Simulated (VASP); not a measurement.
A run of VASP 6.6.1 is set up as follows.

INCAR

```
PREC     = Accurate       # precision mode
ENCUT    = 520            # plane-wave cutoff, eV
EDIFF    = 1E-6           # SCF threshold, eV
ISMEAR   = -1             # smearing method
SIGMA    = 0.1            # smearing width, eV
LREAL    = F              # projectors in reciprocal space
LASPH    = T              # aspherical terms in the spheres
NELM     = 80             # most SCF steps
ALGO     = Normal         # electronic algorithm
ISIF     = 2              # what is computed and relaxed
LWAVE    = F              # write WAVECAR
LCHARG   = F              # write CHGCAR
NBANDS   = 25             # bands
```

The input KPOINTS:

```
regular mesh
0
Gamma
  10 10 6
```

File POSCAR:

```
VSi
1.0
    3.6345588337      0.0000000000      0.0000000000
   -1.8172794169      3.1476202815      0.0000000000
    0.0000000000      0.0000000000      4.2068648443
V Si
2 2
Direct
    0.3333333333      0.6666666667     -0.0620000010
    0.6666666667      0.3333333333      0.4379999990
    0.3333333333      0.6666666667      0.4380000010
    0.6666666667      0.3333333333      0.9380000010
```

Potentials or basis: VASP PAW LDA potentials, release 64 (V_sv, Si).

The run is started by

```bash
$ cat potpaw_LDA.64/V_sv/POTCAR potpaw_LDA.64/Si/POTCAR > POTCAR
$ mpirun -np 1 vasp_std > vasp.out
```

(1) What does it give for the band gap on the k mesh?

(2) What does it give for the pressure?

Answers

(1) zero (band 17 reaches 12.20 eV, above the bottom of band 18 at 10.23 eV).

(2) 80.0 GPa.
